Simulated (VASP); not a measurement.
# Pt (I4/mmm) in VASP: single point with LDA

Aim: the single point of Pt with LDA.

All numbers are computed with VASP 6.6.1; they aren't measurements. Logs are shortened: lines on timing, memory, paths and dates and some standing lists are left out, and cuts for length are marked.

## 1. The cell of the first run

Symmetry: I4/mmm, No. 139, tetragonal system. Conventional cell: a = 2.840 Å, b = 2.840 Å, c = 3.550 Å, α = 90.00°, β = 90.00°, γ = 90.00°. Pt (site symmetry 4/mmm) has 14 Pt at 2.68 to 3.55 Å within 3.6 Å.

## 2. Single point, LDA (14.32 Å³/atom)

INCAR reads:

```
SYSTEM = Pt
PREC = Accurate ; ENCUT = 570
EDIFF = 1E-6 ; ISMEAR = 0
SIGMA = 0.15 ; LREAL = .FALSE.
LASPH = .TRUE. ; NELM = 120
ALGO = Normal ; ISIF = 2
LWAVE = .FALSE. ; LCHARG = .FALSE.
GGA = CA ; NBANDS = 15
GGA_COMPAT = .FALSE.
```

KPOINTS reads:

```
Automatic mesh
0
G
  22 22 22
  0 0 0
```

POSCAR reads:

```
Pt
1.0
    0.0000000000      2.0081791476      1.7748287306
    2.0081791476      0.0000000000      1.7748287306
    2.0081791476      2.0081791476      0.0000000000
Pt
1
Direct
    0.0000000000      0.0000000000      0.0000000000
```

Potentials or basis: VASP PAW LDA potentials, release 64 (Pt_sv_GW).

Command:

```
$ cat potpaw_LDA.64/Pt_sv_GW/POTCAR > POTCAR
$ mpirun -np 1 vasp_std > vasp.out
```

OUTCAR:

```text
SYSTEM = Pt
   PREC = Accurate
   ENCUT = 570
   EDIFF = 1E-6
   ISMEAR = 0
   LREAL = .FALSE.
   LASPH = .TRUE.
   NELM = 120
   ISIF = 2
   GGA = CA

 ion  position               nearest neighbor table
   1  0.000  0.000  0.000-

  LATTYP: Found a body centered tetragonal cell.
 ALAT       =     2.8399941862
 C/A-ratio  =     1.2498819464

  Lattice vectors:

 A1 = (   0.0000000000,  -2.0081791476,  -1.7748287306)
 A2 = (   0.0000000000,   2.0081791476,  -1.7748287306)
 A3 = (   2.0081791476,   0.0000000000,   1.7748287306)

Analysis of symmetry for initial positions (statically):
=====================================================================
 Subroutine PRICEL returns:
 Original cell was already a primitive cell.

 Routine SETGRP: Setting up the symmetry group for a
 body centered tetragonal supercell.

 Subroutine GETGRP returns: Found 16 space group operations
 (whereof 16 operations were pure point group operations)
 out of a pool of 16 trial point group operations.

The static configuration has the point symmetry D_4h.

Analysis of symmetry for dynamics (positions and initial velocities):
=====================================================================
 Subroutine PRICEL returns:
 Original cell was already a primitive cell.

 Routine SETGRP: Setting up the symmetry group for a
 body centered tetragonal supercell.

 Subroutine GETGRP returns: Found 16 space group operations
 (whereof 16 operations were pure point group operations)
 out of a pool of 16 trial point group operations.

The dynamic configuration has the point symmetry D_4h.

 Subroutine INISYM returns: Found 16 space group operations
 (whereof 16 operations are pure point group operations),
 and found     1 'primitive' translations

----------------------------------------------------------------------------------------

                                     Primitive cell

  volume of cell :      14.3150

  direct lattice vectors                    reciprocal lattice vectors
     0.000000000  2.008179148  1.774828731    -0.248981771  0.248981771  0.281717324
     2.008179148  0.000000000  1.774828731     0.248981771 -0.248981771  0.281717324
     2.008179148  2.008179148  0.000000000     0.248981771  0.248981771 -0.281717324

  length of vectors
     2.680074721  2.680074721  2.839994186     0.450941786  0.450941786  0.450941786

  position of ions in fractional coordinates (direct lattice)
     0.000000000  0.000000000  0.000000000

  ion indices of the primitive-cell ions
   primitive index   ion index
                 1           1
[... 77 lines left out ...]
   NFREE  =      0    steps in history (QN), initial steepest desc. (CG)
   ISIF   =      2    stress and relaxation
   ISYM   =      2    0-nonsym 1-usesym 2-fastsym
   POTIM  = 0.5000    time-step for ionic-motion
   TEBEG  =    0.0;   TEEND  =   0.0 temperature during run
   PSTRESS=    0.0 pullay stress
   NELECT =      18.0000    total number of electrons
   NUPDOWN=      -1.0000    fix difference up-down
   EMIN   =  10.00;   EMAX   =-10.00  energy-range for DOS
   EFERMI =   0.00;   METHOD = LEGACY
   ISMEAR =     0;   SIGMA  =   0.15  broadening in eV -4-tet -1-fermi 0-gaus
   EFERMI_NEDOS =   21; number of points for ismear=-14 and -15
   IALGO  =     38    algorithm
   IMIX   =      4    mixing-type and parameters
     AMIX     =   0.40;   BMIX     =  1.00
     AMIX_MAG =   1.60;   BMIX_MAG =  1.00
  volume/ion in A,a.u.               =      14.32        96.60
  Fermi-wavevector in a.u.,A,eV,Ry     =   1.766995  3.339136 42.481060  3.122270
  Thomas-Fermi vector in A             =   2.834468
   LORBIT       =      0    0 simple, 1 ext, 2 COOP (PROOUT), +10 PAW based schemes
   GGA     = CA    functional components
   LHFCALC =     F    Hartree Fock is set to
   AEXX    =    0.0000 exact exchange contribution
   IVDW    =     0    specifies the selected vdW correction
   LEPSILON=     F    determine dielectric tensor
   LRPA    =     F    only Hartree local field effects (RPA)
 non-spin polarized calculation
 Gauss-broadening in eV      SIGMA  =   0.15
  energy-cutoff  :      570.00
  volume of cell :       14.32
 maximum number of plane-waves:       456
 NGX is ok and might be reduce to    24
   NGX = 11   NGY = 11   NGZ = 11

 number of electron      18.0000000 magnetization

 Free energy of the ion-electron system (eV)
  ---------------------------------------------------
  ext. energy  EPLUGINS =         0.00000000
  ---------------------------------------------------
  free energy    TOTEN  =        -7.27942453 eV

  energy without entropy =       -7.26232333  energy(sigma->0) =       -7.27087393

 E-fermi :  11.3786     XC(G=0): -14.7102

 val. band max:       11.3774875073   @ k =   0.4545  -0.0000   0.2273
 cond. band min:      11.3794026252   @ k =  -0.4545   0.1364   0.0909
 fundamental gap:      0.0019151179
 Fermi energy:        11.3785534745

 k-point     1 :       0.0000    0.0000    0.0000
  band No.  band energies     occupation
      1     -86.9970      2.00000
      2     -41.1417      2.00000
      3     -41.1417      2.00000
      4     -41.1344      2.00000
      5       0.6825      2.00000
      6       6.9592      2.00000
      7       6.9592      2.00000
      8       8.3724      2.00000
      9       8.7577      2.00000
     10      10.3975      2.00000
     11      26.2594      0.00000
     12      30.0272      0.00000
     13      30.0272      0.00000
     14      33.8296      0.00000
[... 401 lines left out ...]
      2     -41.7158      2.00000
      3     -41.2787      2.00000
      4     -41.1789      2.00000
      5       3.6814      2.00000
      6       6.5998      2.00000
      7       8.0033      2.00000
      8      10.0604      2.00000
      9      11.7585      0.00034
     10      11.7860      0.00012
     11      18.1549      0.00000
     12      25.5523      0.00000
     13      29.8681      0.00000
     14      32.0531      0.00000
     15      39.5559      0.00000

 [... further k-points ...]
[... 5 lines left out ...]
  --------------------------------------------------------------------------------------
  -------------------------------------------------------------------------------------
  Total        0.7400405      0.7400405      1.4995520      0.0000000      0.0000000     -0.0000000
  in kB       82.8275364     82.8275364    167.8343184      0.0000000      0.0000000     -0.0000000
  external PRESSURE =     111.1631304 kB  Pullay stress =       0.0000000 kB

 VOLUME and BASIS-vectors are now :
 -----------------------------------------------------------------------------
  energy-cutoff  :      570.00
  volume of cell :       14.32
      direct lattice vectors                 reciprocal lattice vectors
     0.000000000  2.008179148  1.774828731    -0.248981771  0.248981771  0.281717324
     2.008179148  0.000000000  1.774828731     0.248981771 -0.248981771  0.281717324
     2.008179148  2.008179148  0.000000000     0.248981771  0.248981771 -0.281717324

 POSITION                                       TOTAL-FORCE (eV/Angst)
 -----------------------------------------------------------------------------------
      0.00000      0.00000      0.00000        -0.000000      0.000000      0.000000
 -----------------------------------------------------------------------------------
    total drift:                               -0.000000     -0.000000      0.000000

  FREE ENERGIE OF THE ION-ELECTRON SYSTEM (eV)
  ---------------------------------------------------
  free  energy   TOTEN  =        -7.2794245325 eV

  energy  without entropy=       -7.2623233256  energy(sigma->0) =       -7.27087393
```

OSZICAR:

```text
N       E                     dE             d eps       ncg     rms          rms(c)
DAV:   1     0.156528808016E+03    0.15653E+03   -0.13361E+04 25639   0.140E+03
DAV:   2    -0.546696081963E+01   -0.16200E+03   -0.15591E+03 30522   0.469E+02
DAV:   3    -0.839276736154E+01   -0.29258E+01   -0.29137E+01 28408   0.597E+01
DAV:   4    -0.839886185361E+01   -0.60945E-02   -0.60942E-02 31516   0.327E+00
DAV:   5    -0.839888175377E+01   -0.19900E-04   -0.19900E-04 28681   0.167E-01    0.709E+01
DAV:   6    -0.734267379106E+01    0.10562E+01   -0.14926E+00 27561   0.138E+01    0.363E+01
DAV:   7    -0.729043562828E+01    0.52238E-01   -0.27811E-01 30613   0.508E+00    0.843E+00
DAV:   8    -0.727942830114E+01    0.11007E-01   -0.37402E-02 26273   0.260E+00    0.759E-01
DAV:   9    -0.727946628095E+01   -0.37980E-04   -0.79758E-04 28646   0.299E-01    0.271E-01
DAV:  10    -0.727942501958E+01    0.41261E-04   -0.53285E-05 30291   0.107E-01    0.153E-01
DAV:  11    -0.727942453254E+01    0.48704E-06   -0.98850E-07 19189   0.134E-02
   1 F= -.72794245E+01 E0= -.72708739E+01  d E =-.171012E-01
```

It took 99 s on 1 thread of AMD EPYC 9R45 (Zen 5), shared host; peak memory 0.28 GiB.

What came out:

| Quantity | Value |
| --- | --- |
| Free energy | -7.2794 eV |
| Pressure | 11.1 GPa |
| Band gap on the k mesh | zero (bands 9 and 10 overlap by 2.99 eV) |

Stress tensor (GPa, compression positive):
```
 8.28  0.00  0.00
 0.00  8.28  0.00
 0.00  0.00 16.78
```

Caveat: the stress differs along the axes, from 8 to 17 GPa; spin-orbit coupling is left out, which moves the levels of the heavy elements.
